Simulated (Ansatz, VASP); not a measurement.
# ZnS in VASP and in Ansatz

Contents of INCAR:

```
SYSTEM = ZnS
ALGO = Normal
EDIFF = 1E-6
ENCUT = 500
GGA = PE
GGA_COMPAT = .FALSE.
ISIF = 2
ISMEAR = 0
LASPH = .TRUE.
LCHARG = .TRUE.
LELF = .TRUE.
LREAL = .FALSE.
LVHAR = .TRUE.
LWAVE = .FALSE.
NBANDS = 16
NELM = 120
PREC = Accurate
SIGMA = 0.01
```

KPOINTS

```
k-points
0
G
  6 6 6
  0 0 0
```

POSCAR

```
ZnS
1.0
    0.0000000000      2.6838652254      2.6838652254
    2.6838652254      0.0000000000      2.6838652254
    2.6838652254      2.6838652254      0.0000000000
Zn S
1 1
Direct
    0.2500000000      0.2500000000      0.2500000000
    0.0000000000      0.0000000000      0.0000000000
```

Input for Ansatz:

```yaml
crystal:
  lattice:
    - [0.0, 2.6838652254007838, 2.6838652254007838]
    - [2.6838652254007838, 0.0, 2.6838652254007838]
    - [2.6838652254007838, 2.6838652254007838, 0.0]
  atoms:
    - { symbol: Zn, position: [0.25, 0.25, 0.25] }
    - { symbol: S, position: [0.0, 0.0, 0.0] }
basis:
  ecutwfc: 500.0
kpoints:
  mp_grid:
    grid: [6, 6, 6]
hamiltonian:
  xc: pbe
  pseudopotentials:
    kind: paw
scf:
  occupations:
    method: fixed
output:
  stress: true
```

Alike in both runs: task single point; functional PBE; k mesh 6 × 6 × 6; no spin polarisation.

|  | VASP | Ansatz |
| --- | --- | --- |
| version | VASP 6.6.1 | Ansatz 0.2.0 |
| potentials or method | VASP PAW PBE potentials, release 64 (Zn, S), cutoff 500 eV | plane waves, PAW |
| occupations | gaussian, width 0.01 eV | fixed |
| valence electrons in the cell | 18 | 18 |

```csv
,VASP,Ansatz,Ansatz less VASP
pressure (GPa),3.4,3.2,-0.18
```
